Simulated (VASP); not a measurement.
# Co: single point with RPBE

The system is Co, a slab with vacuum.

```xyz
5
Lattice="2.5190 0.0000 0.0000 -1.2595 2.1815 0.0000 0.0000 0.0000 23.1820" Properties=species:S:1:pos:R:3 pbc="T T T"
Co    0.0000    1.4543    7.5000
Co    1.2595    0.7272    9.5455
Co    0.0000    1.4543   11.5851
Co    1.2595    0.7272   13.6431
Co    0.0000    1.4543   15.6162
```

| Item | Value |
| --- | --- |
| Program | VASP 6.6.1 |
| Task | single point |
| Functional | RPBE |
| Potentials or basis | VASP PAW PBE potentials, release 64 (Co) |
| Cutoff | 520 eV |
| k mesh | 12 × 12 × 1 |
| Occupations | fermi-dirac, width 0.05 eV |
| Spin | collinear spin, ferromagnetic start |
| Starting moments | [2.0, 2.0, 2.0, 2.0, 2.0] μB |

- Largest force: 0.367 eV/Å
- Net moment: 8.64 μB per cell
- Site moments: Co +1.81, +1.75, +1.70, +1.73, +1.79 μB
- Valence electrons inside the program's atomic spheres: Co 8.06, 8.20, 8.21, 8.23, 8.10

Forces on the atoms (eV/Å):
```
Co   0.000  0.000  0.367
Co   0.000  0.000 -0.344
Co   0.000  0.000  0.002
Co   0.000  0.000  0.011
Co   0.000  0.000 -0.036
```

Levels at points of the mesh, in eV from the Fermi level:
Spin up:
```tsv
k point	band 25	band 26	band 27	band 28	band 29	band 30
(0.00, 0.00, 0.00)	-1.27	-1.09	-1.09	-1.01	-1.01	-0.56
(0.50, 0.00, 0.00)	-0.65	1.01	1.02	1.70	2.55	2.98
```
Spin down:
| k point | band 16 | band 17 | band 18 | band 19 | band 20 | band 21 |
| --- | --- | --- | --- | --- | --- | --- |
| (0.00, 0.00, 0.00) | -0.67 | -0.67 | -0.57 | -0.57 | -0.19 | 0.06 |
| (0.50, 0.00, 0.00) | 0.07 | 0.57 | 0.62 | 0.70 | 1.12 | 1.18 |

It took 21 min on 1 thread of Intel Xeon 8259CL (shared host), peak memory 0.34 GiB.

Caveat: the PAW data sets were made with another functional, which shifts forces and pressure a little.
